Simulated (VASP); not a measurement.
# InP (I-4m2) in VASP: single point with r2SCAN

Aim: the single point of InP with r2SCAN.

Program: VASP 6.6.1. These are calculated values, not measurements. Logs are shortened: lines on timing, memory, paths and dates and some standing lists are left out, and cuts for length are marked.

## Step 1: The cell of the first run

The structure is tetragonal, space group I-4m2 (No. 119). The conventional cell has a = 4.344 Å, b = 4.344 Å, c = 5.636 Å, α = 90.00°, β = 90.00°, γ = 90.00°. In (site symmetry -4m2) has 4 P at 2.59 Å within 3.4 Å. Within 3.4 Å of P (site symmetry -4m2) lie 4 In at 2.59 Å.

## Step 2: Single point, r2SCAN, non-collinear spin, zero start, spin-orbit coupling (epitaxial xy strain +4.0%)

The input, POSCAR:

```
InP
1.0
    0.0000000000      3.0719391402      2.8179947339
    3.0719391402      0.0000000000      2.8179947339
    3.0719391402      3.0719391402      0.0000000000
In P
1 1
Direct
    0.0000000000      0.0000000000      0.0000000000
    0.2500000000      0.2500000000      0.2500000000
```

The input, INCAR.step1:

```
ALGO = Normal
EDIFF = 1E-4
ENCUT = 520
GGA = PE
GGA_COMPAT = False
ISMEAR = -1
LASPH = True
LCHARG = False
LREAL = False
LSORBIT = True
LWAVE = True
MAGMOM = 0 0 0 0 0 0
NBANDS = 30
NELM = 150
PREC = Accurate
SIGMA = 0.02
```

The input, INCAR.step2:

```
ALGO = Normal
EDIFF = 1E-7
ENCUT = 520
GGA_COMPAT = False
ISIF = 2
ISMEAR = -1
ISTART = 1
LASPH = True
LCHARG = True
LMIXTAU = True
LORBIT = 11
LORBMOM = True
LREAL = False
LSORBIT = True
LVHAR = True
LWAVE = False
MAGMOM = 0 0 0 0 0 0
METAGGA = R2SCAN
NBANDS = 30
NELM = 150
PREC = Accurate
SIGMA = 0.02
```

The input, KPOINTS:

```
k-points
0
Gamma
  8 8 8
```

Potentials or basis: VASP PAW PBE potentials, release 64 (In_d, P).

On the command line:

```bash
> cat potpaw_PBE.64/In_d/POTCAR potpaw_PBE.64/P/POTCAR > POTCAR
> cp INCAR.step1 INCAR
> mpirun -np 1 vasp_ncl > vasp.out
> cp INCAR.step2 INCAR
> mpirun -np 1 vasp_ncl > vasp.out
```

OUTCAR:

```text
EDIFF = 1E-7
   ENCUT = 520
   ISIF = 2
   ISMEAR = -1
   ISTART = 1
   LASPH = True
   LORBIT = 11
   LREAL = False
   LSORBIT = True
   METAGGA = R2SCAN
   NELM = 150
   PREC = Accurate

 ion  position               nearest neighbor table
   1  0.000  0.000  0.000-   2 2.59   2 2.59   2 2.59   2 2.59
   2  0.250  0.250  0.250-   1 2.59   1 2.59   1 2.59   1 2.59

  LATTYP: Found a body centered tetragonal cell.
 ALAT       =     4.3443779949
 C/A-ratio  =     1.2973064210

  Lattice vectors:

 A1 = (   0.0000000000,  -3.0719391402,  -2.8179947339)
 A2 = (   0.0000000000,   3.0719391402,  -2.8179947339)
 A3 = (   3.0719391402,   0.0000000000,   2.8179947339)

Analysis of symmetry for initial positions (statically):
=====================================================================
 Subroutine PRICEL returns:
 Original cell was already a primitive cell.

 Routine SETGRP: Setting up the symmetry group for a
 body centered tetragonal supercell.

 Subroutine GETGRP returns: Found  8 space group operations
 (whereof  8 operations were pure point group operations)
 out of a pool of 16 trial point group operations.

The static configuration has the point symmetry D_2d.

Analysis of symmetry for dynamics (positions and initial velocities):
=====================================================================
 Subroutine PRICEL returns:
 Original cell was already a primitive cell.

 Routine SETGRP: Setting up the symmetry group for a
 body centered tetragonal supercell.

 Subroutine GETGRP returns: Found  8 space group operations
 (whereof  8 operations were pure point group operations)
 out of a pool of 16 trial point group operations.

The dynamic configuration has the point symmetry D_2d.

Analysis of structural, dynamic, and magnetic symmetry:
=====================================================================
 Subroutine PRICEL returns:
 Original cell was already a primitive cell.

 Routine SETGRP: Setting up the symmetry group for a
 body centered tetragonal supercell.

 Subroutine GETGRP returns: Found  8 space group operations
 (whereof  8 operations were pure point group operations)
 out of a pool of 16 trial point group operations.

The overall configuration has the point symmetry D_2d.

[... 970 lines left out ...]
      0.00000      0.00000      0.00000         0.000000     -0.000000     -0.000000
      1.53597      1.53597      1.40900        -0.000000      0.000000      0.000000
 -----------------------------------------------------------------------------------
    total drift:                               -0.000000     -0.000000     -0.000000

  FREE ENERGIE OF THE ION-ELECTRON SYSTEM (eV)
  ---------------------------------------------------
  free  energy   TOTEN  =       -32.2857423898 eV

  energy  without entropy=      -32.2857423885  energy(sigma->0) =      -32.28574239

 orbital moment (x)

 # of ion     p       d       tot
 ----------------------------------------
  1        -0.000  -0.000  -0.000
  2         0.000   0.000   0.000
 ----------------------------------------
           -0.000  -0.000  -0.000

 orbital moment (y)

 # of ion     p       d       tot
 ----------------------------------------
  1        -0.000  -0.000  -0.000
  2         0.000   0.000   0.000
 ----------------------------------------
           -0.000  -0.000  -0.000

 orbital moment (z)

 # of ion     p       d       tot
 ----------------------------------------
  1         0.000   0.000   0.000
  2         0.000   0.000   0.000
 ----------------------------------------
            0.000   0.000   0.000

 Spin-Orbit-Coupling matrix elements

 Ion:    1  E_soc:     -0.0661599
 l=   1
     0.0000000    -0.0047489    -0.0047966
    -0.0047489     0.0000000    -0.0047489
    -0.0047966    -0.0047489     0.0000000
 l=   2
     0.0000000    -0.0012810     0.0000000    -0.0012810    -0.0049791
    -0.0012810     0.0000000    -0.0037373    -0.0012769    -0.0012464
     0.0000000    -0.0037373     0.0000000    -0.0037373     0.0000000
    -0.0012810    -0.0012769    -0.0037373     0.0000000    -0.0012464
    -0.0049791    -0.0012464     0.0000000    -0.0012464     0.0000000
 l=   3
     0.0000000     0.0000000     0.0000000     0.0000000     0.0000000     0.0000000     0.0000000
     0.0000000     0.0000000     0.0000000     0.0000000     0.0000000     0.0000000     0.0000000
     0.0000000     0.0000000     0.0000000     0.0000000     0.0000000     0.0000000     0.0000000
     0.0000000     0.0000000     0.0000000     0.0000000     0.0000000     0.0000000     0.0000000
     0.0000000     0.0000000     0.0000000     0.0000000     0.0000000     0.0000000     0.0000000
     0.0000000     0.0000000     0.0000000     0.0000000     0.0000000     0.0000000     0.0000000
     0.0000000     0.0000000     0.0000000     0.0000000     0.0000000     0.0000000     0.0000000

 Ion:    2  E_soc:     -0.0010445
 l=   1
     0.0000000    -0.0001775    -0.0001673
    -0.0001775     0.0000000    -0.0001775
    -0.0001673    -0.0001775     0.0000000
 l=   2
     0.0000000     0.0000000     0.0000000     0.0000000     0.0000000
     0.0000000     0.0000000     0.0000000     0.0000000     0.0000000
     0.0000000     0.0000000     0.0000000     0.0000000     0.0000000
     0.0000000     0.0000000     0.0000000     0.0000000     0.0000000
     0.0000000     0.0000000     0.0000000     0.0000000     0.0000000
 l=   3
     0.0000000     0.0000000     0.0000000     0.0000000     0.0000000     0.0000000     0.0000000
     0.0000000     0.0000000     0.0000000     0.0000000     0.0000000     0.0000000     0.0000000
     0.0000000     0.0000000     0.0000000     0.0000000     0.0000000     0.0000000     0.0000000
     0.0000000     0.0000000     0.0000000     0.0000000     0.0000000     0.0000000     0.0000000
     0.0000000     0.0000000     0.0000000     0.0000000     0.0000000     0.0000000     0.0000000
     0.0000000     0.0000000     0.0000000     0.0000000     0.0000000     0.0000000     0.0000000
     0.0000000     0.0000000     0.0000000     0.0000000     0.0000000     0.0000000     0.0000000

 total charge

# of ion       s       p       d       tot
------------------------------------------
    1        0.814   0.741   9.895  11.451
    2        1.021   1.482   0.000   2.503
--------------------------------------------------
tot          1.835   2.223   9.895  13.954

 magnetization (x)

# of ion       s       p       d       tot
------------------------------------------
    1       -0.000   0.000   0.000   0.000
    2        0.000  -0.000   0.000  -0.000
--------------------------------------------------
tot          0.000   0.000   0.000   0.000

 magnetization (y)

# of ion       s       p       d       tot
------------------------------------------
    1        0.000  -0.000   0.000  -0.000
    2        0.000   0.000   0.000   0.000
--------------------------------------------------
tot          0.000   0.000   0.000   0.000

 magnetization (z)

# of ion       s       p       d       tot
------------------------------------------
    1       -0.000   0.000  -0.000   0.000
    2        0.000  -0.000   0.000  -0.000
--------------------------------------------------
tot         -0.000  -0.000  -0.000  -0.000
```

It took 11 min on 1 thread of Intel Xeon 6975P-C (Granite Rapids), shared host; peak memory 0.48 GiB.

What came out:

- Free energy: -32.2857 eV
- Pressure: -2.3 GPa
- Net moment: 0.00 μB per cell
- Valence electrons inside the program's atomic spheres: In 11.45; P 2.50

Moments on the atoms (μB; x, y, z):
```
In  0.00 0.00 0.00
P   0.00 0.00 0.00
```

Caveat: the cell differs from its parent crystal (epitaxial xy strain +4.0%); the PAW data sets were made with another functional, which shifts forces and pressure a little.
